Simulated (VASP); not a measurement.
# La2O3 in VASP: settings compared, part 2 of 2

VASP 6.6.1. The steps go on from the part before.

### Step 4. Single point, LDA

This run uses another cell than the first one, of 21.90 Å³/atom, 0.976 times its volume.

File INCAR:

```
SYSTEM = La2O3
  PREC = Accurate
  ENCUT = 520
  EDIFF = 1E-7
  ISMEAR = -1
  SIGMA = 0.05
  LREAL = .False.
  LASPH = .True.
  NELM = 100
  ALGO = Normal
  ISIF = 2
  LWAVE = .False.
  LCHARG = .False.
  NBANDS = 28
```

File KPOINTS:

```
regular mesh
0
Gamma
  4 4 6
  0 0 0
```

File POSCAR:

```
La2O3
1.0
    6.2545907706      0.0000000000      0.0000000000
   -3.1272953853      5.4166344977      0.0000000000
    0.0000000000      0.0000000000      3.2315079389
La O
2 3
Direct
    0.6666666667      0.3333333333      0.5000000000
    0.3333333333      0.6666666667      0.5000000000
    0.5002274770      0.0000000000      0.0000000000
    0.0000000000      0.5002274770      0.0000000000
    0.4997725230      0.4997725230      0.0000000000
```

Potentials or basis: VASP PAW LDA potentials, release 64 (La, O).

Run with:

```sh
cat potpaw_LDA.64/La/POTCAR potpaw_LDA.64/O/POTCAR > POTCAR
mpirun -np 1 vasp_std > vasp.out
```

OUTCAR:

```text
SYSTEM = La2O3
   PREC = Accurate
   ENCUT = 520
   EDIFF = 1E-7
   ISMEAR = -1
   LREAL = .False.
   LASPH = .True.
   NELM = 100
   ISIF = 2

 ion  position               nearest neighbor table
   1  0.667  0.333  0.500-   4 2.42   4 2.42   3 2.42   3 2.42   5 2.42   5 2.42   2 3.61   2 3.61
                             2 3.61
   2  0.333  0.667  0.500-   4 2.42   4 2.42   3 2.42   3 2.42   5 2.42   5 2.42   1 3.61   1 3.61
                             1 3.61
   3  0.500  0.000  0.000-   1 2.42   1 2.42   2 2.42   2 2.42
   4  0.000  0.500  0.000-   2 2.42   2 2.42   1 2.42   1 2.42
[... 691 lines left out ...]
  -------------------------------------------------------------------------------------
  Total       -0.0437539     -0.0437539     -0.0262537      0.0000000      0.0000000      0.0000000
  in kB       -0.6403148     -0.6403148     -0.3842084      0.0000000      0.0000000      0.0000000
  external PRESSURE =      -0.5549460 kB  Pullay stress =       0.0000000 kB

 VOLUME and BASIS-vectors are now :
 -----------------------------------------------------------------------------
  energy-cutoff  :      520.00
  volume of cell :      109.48
      direct lattice vectors                 reciprocal lattice vectors
     6.254590771  0.000000000  0.000000000     0.159882563  0.092308241  0.000000000
    -3.127295385  5.416634498  0.000000000     0.000000000  0.184616481  0.000000000
     0.000000000  0.000000000  3.231507939     0.000000000  0.000000000  0.309453054

 POSITION                                       TOTAL-FORCE (eV/Angst)
 -----------------------------------------------------------------------------------
      3.12730      1.80554      1.61575         0.000000      0.000000      0.000000
     -0.00000      3.61109      1.61575         0.000000      0.000000      0.000000
      3.12872      0.00000      0.00000        -0.001662      0.000000     -0.000000
     -1.56436      2.70955      0.00000         0.000831     -0.001439      0.000000
      1.56294      2.70709      0.00000         0.000831      0.001439     -0.000000
 -----------------------------------------------------------------------------------
    total drift:                               -0.000000     -0.000000     -0.000000

  FREE ENERGIE OF THE ION-ELECTRON SYSTEM (eV)
  ---------------------------------------------------
  free  energy   TOTEN  =       -44.4457242932 eV

  energy  without entropy=      -44.4457241264  energy(sigma->0) =      -44.44572421
```

OSZICAR:

```text
N       E                     dE             d eps       ncg     rms          rms(c)
DAV:   1     0.532925909308E+03    0.53293E+03   -0.16173E+04   920   0.210E+03
DAV:   2     0.102365797717E+03   -0.43056E+03   -0.40934E+03  1216   0.343E+02
DAV:   3    -0.322421753935E+02   -0.13461E+03   -0.13075E+03  1428   0.226E+02
DAV:   4    -0.505670373501E+02   -0.18325E+02   -0.18074E+02  1540   0.797E+01
DAV:   5    -0.517813735028E+02   -0.12143E+01   -0.12133E+01  1560   0.236E+01    0.154E+01
DAV:   6    -0.453561923531E+02    0.64252E+01   -0.59143E+01  1448   0.405E+01    0.813E+00
DAV:   7    -0.448229053935E+02    0.53329E+00   -0.65558E+00  1744   0.231E+01    0.355E+00
DAV:   8    -0.444596120477E+02    0.36329E+00   -0.10101E+00  1544   0.804E+00    0.962E-01
DAV:   9    -0.444375718256E+02    0.22040E-01   -0.17560E-01  1664   0.369E+00    0.400E-01
DAV:  10    -0.444439153591E+02   -0.63435E-02   -0.18161E-02  1736   0.105E+00    0.149E-01
DAV:  11    -0.444452933912E+02   -0.13780E-02   -0.30494E-03  1448   0.349E-01    0.883E-02
DAV:  12    -0.444456623098E+02   -0.36892E-03   -0.89252E-04  1616   0.261E-01    0.220E-02
DAV:  13    -0.444457215569E+02   -0.59247E-04   -0.97073E-05  1296   0.666E-02    0.390E-03
DAV:  14    -0.444457241568E+02   -0.25999E-05   -0.11910E-05  1752   0.275E-02    0.408E-03
DAV:  15    -0.444457242718E+02   -0.11496E-06   -0.95166E-07  1432   0.734E-03    0.713E-04
DAV:  16    -0.444457242932E+02   -0.21401E-07   -0.76242E-08  1032   0.295E-03
   1 F= -.44445724E+02 E0= -.44445724E+02  d E =-.166811E-06
```

Run time: 44 s. Hardware: 1 thread of AMD EPYC 9R14 (Zen 4), shared host; peak memory 0.18 GiB.

What came out:

* Free energy: -44.4457 eV
* Pressure: -0.1 GPa
* Band gap on the k mesh: 1.20 eV, indirect (least direct gap 1.82 eV)

Levels at points of the mesh, in eV from the valence-band top:
```csv
k point,band 18,band 19,band 20,band 21,band 22,band 23
"(0.00, 0.00, 0.00)",-1.18,-0.98,-0.62,1.20,3.19,3.80
"(0.50, 0.00, 0.00)",-1.47,-1.28,-1.13,2.39,3.22,4.08
"(0.00, 0.00, 0.50)",-1.47,-0.55,0.00,4.14,4.16,4.24
"(0.50, 0.00, 0.50)",-1.66,-0.93,-0.77,4.15,4.23,4.27
```

Caveat: spin-orbit coupling is left out, which moves the levels of the heavy elements.

### Step 5. Single point, PBEsol

This run uses another cell than the first one, of 22.38 Å³/atom, 0.997 times its volume.

File INCAR:

```
PREC = Accurate
ENCUT = 520
EDIFF = 1E-6
ISMEAR = -1
SIGMA = 0.05
LREAL = False
LASPH = True
NELM = 60
ALGO = Normal
ISIF = 2
LWAVE = False
LCHARG = False
GGA = PS
NBANDS = 28
```

File KPOINTS:

```
regular mesh
0
Gamma
  4 4 6
```

File POSCAR:

```
La2O3
1.0
    6.3034049953      0.0000000000      0.0000000000
   -3.1517024977      5.4589088563      0.0000000000
    0.0000000000      0.0000000000      3.2521152224
La O
2 3
Direct
    0.6666666667      0.3333333333      0.5000000000
    0.3333333333      0.6666666667      0.5000000000
    0.5002891687      0.0000000000      0.0000000000
    0.0000000000      0.5002891687      0.0000000000
    0.4997108313      0.4997108313      0.0000000000
```

Potentials or basis: VASP PAW PBE potentials, release 64 (La, O).

Run with:

```sh
cat potpaw_PBE.64/La/POTCAR potpaw_PBE.64/O/POTCAR > POTCAR
mpirun -np 1 vasp_std > vasp.out
```

Wall time 49 s (1 thread of AMD EPYC 9R14 (Zen 4), shared host); peak memory 0.22 GiB.

Results (log left out):

| Item | Value |
| --- | --- |
| Free energy | -42.4655 eV |
| Pressure | -0.2 GPa |
| Band gap on the k mesh | 1.39 eV, indirect (least direct gap 1.93 eV) |

Forces in eV/Å, atoms in the order of the input:
```
La   0.000  0.000  0.000
La   0.000  0.000  0.000
O   -0.002  0.000  0.000
O    0.001 -0.002  0.000
O    0.001  0.002  0.000
```

Levels at points of the mesh, in eV from the valence-band top:
```tsv
k point	band 16	band 17	band 18	band 19	band 20	band 21	band 22	band 23	band 24	band 25
(0.00, 0.00, 0.00)	-2.07	-1.08	-1.08	-0.84	-0.54	1.39	3.44	3.97	3.97	4.88
(0.50, 0.00, 0.00)	-1.77	-1.74	-1.32	-1.17	-1.03	2.52	3.41	4.27	4.39	4.44
(0.00, 0.00, 0.50)	-1.59	-1.31	-1.31	-0.43	0.00	4.36	4.39	4.43	4.43	4.45
(0.50, 0.00, 0.50)	-1.97	-1.70	-1.50	-0.79	-0.71	4.38	4.43	4.48	4.48	4.56
```

Caveat: the PAW data sets were made with another functional, which shifts forces and pressure a little; spin-orbit coupling is left out, which moves the levels of the heavy elements. A hybrid or GW would open this gap; PBEsol tends to underestimate it.

### Step 6. Single point, LDA

This run uses another cell than the first one, of 21.89 Å³/atom, 0.975 times its volume.

File INCAR:

```
SYSTEM = La2O3
PREC = Accurate ; ENCUT = 520
EDIFF = 1E-7 ; ISMEAR = -1
SIGMA = 0.05 ; LREAL = .False.
LASPH = .True. ; NELM = 80
ALGO = Normal ; ISIF = 2
LWAVE = .False. ; LCHARG = .True.
LELF = .True. ; LVHAR = .True.
NBANDS = 28
```

File KPOINTS:

```
regular mesh
0
Gamma
  5 5 8
  0 0 0
```

File POSCAR:

```
La2O3
1.0
    6.2538398475      0.0000000000      0.0000000000
   -3.1269199238      5.4159841792      0.0000000000
    0.0000000000      0.0000000000      3.2310707049
La O
2 3
Direct
    0.6666666667      0.3333333333      0.5000000000
    0.3333333333      0.6666666667      0.5000000000
    0.5000169798      0.0000000000      0.0000000000
    0.0000000000      0.5000169798      0.0000000000
    0.4999830202      0.4999830202      0.0000000000
```

Potentials or basis: VASP PAW LDA potentials, release 64 (La, O).

Run with:

```sh
cat potpaw_LDA.64/La/POTCAR potpaw_LDA.64/O/POTCAR > POTCAR
mpirun -np 1 vasp_std > vasp.out
```

Run time: 79 s. Hardware: 1 thread of AMD EPYC 7R13 (Zen 3), shared host; peak memory 0.2 GiB.

The run converged. Its results:

| Quantity | Value |
| --- | --- |
| Free energy | -44.4458 eV |
| Pressure | 0.0 GPa |
| Band gap on the k mesh | 1.20 eV, indirect (least direct gap 1.82 eV) |

Levels at points of the mesh, in eV from the valence-band top:
```csv
k point,band 17,band 18,band 19,band 20,band 21,band 22,band 23,band 24
"(0.00, 0.00, 0.00)",-1.18,-1.18,-0.98,-0.62,1.20,3.19,3.80,3.80
"(0.00, 0.00, 0.50)",-1.47,-1.47,-0.55,0.00,4.14,4.16,4.24,4.26
```

Caveat: spin-orbit coupling is left out, which moves the levels of the heavy elements. A k mesh can miss the band edges.

### Step 7. Overview

```csv
level,potentials or basis,cell,k mesh,gap on the mesh (eV),pressure (GPa),largest force (eV/Å)
LDA,"VASP PAW LDA potentials, release 64 (La, O)","a = 6.267, b = 6.267, c = 3.300 Å, angles 90.0, 90.0, 120.0°, 5 atoms",5 × 5 × 8,1.38,-3.3,0.07
PBEsol,"VASP PAW PBE potentials, release 64 (La, O)","a = 6.267, b = 6.267, c = 3.300 Å, angles 90.0, 90.0, 120.0°, 5 atoms",5 × 5 × 8,1.46,-1.2,0.06
LDA,"VASP PAW LDA potentials, release 64 (La, O)","a = 6.255, b = 6.255, c = 3.232 Å, angles 90.0, 90.0, 120.0°, 5 atoms",4 × 4 × 6,1.20,-0.1,-
PBEsol,"VASP PAW PBE potentials, release 64 (La, O)","a = 6.303, b = 6.303, c = 3.252 Å, angles 90.0, 90.0, 120.0°, 5 atoms",4 × 4 × 6,1.39,-0.2,-
LDA,"VASP PAW LDA potentials, release 64 (La, O)","a = 6.254, b = 6.254, c = 3.231 Å, angles 90.0, 90.0, 120.0°, 5 atoms",5 × 5 × 8,1.20,0.0,-
```

Alike in all rows: task single point; no spin polarisation; cutoff (eV) 520; smearing fermi-dirac 0.05 eV.

Caveats: spin-orbit coupling is left out, which moves the levels of the heavy elements; the PAW data sets were made with another functional, which shifts forces and pressure a little (some runs).

Absolute energies hang on the potentials; compare differences alone.
